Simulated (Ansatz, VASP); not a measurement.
**Co: VASP beside Ansatz**

```
Co
1.0
    -1.38282    1.38282    1.38282
     1.38282   -1.38282    1.38282
     1.38282    1.38282   -1.38282
Co
1
Direct
  0.00000 0.00000 0.00000
```

Alike in both runs: task single point; functional PBEsol; k mesh 26 × 26 × 26; occupations fermi-dirac, width 0.05 eV; collinear spin.

```csv
,VASP,Ansatz
version,VASP 6.6.1,Ansatz 0.2.0
potentials or method,"VASP PAW PBE potentials, release 64 (Co), cutoff 520 eV","plane waves (420 eV) with PAW, scalar-relativistic"
valence electrons in the cell,9,17
```

```tsv
	VASP	Ansatz	Ansatz less VASP
net moment per atom (μB)	1.72	1.73	+0.012
size of the moment on the site where the two differ most (μB)	1.73	1.78	+0.057
```

VASP's potentials were made for PBE, not for PBEsol, and Ansatz warns of the same on its side. Site moments also hang on the region over which each program counts them. The functional is the same, so the differences come from potentials, cutoffs and numerics. VASP's potentials hold 9 valence electrons a cell and Ansatz's 17, so a difference there can come from the potentials and not from the codes.
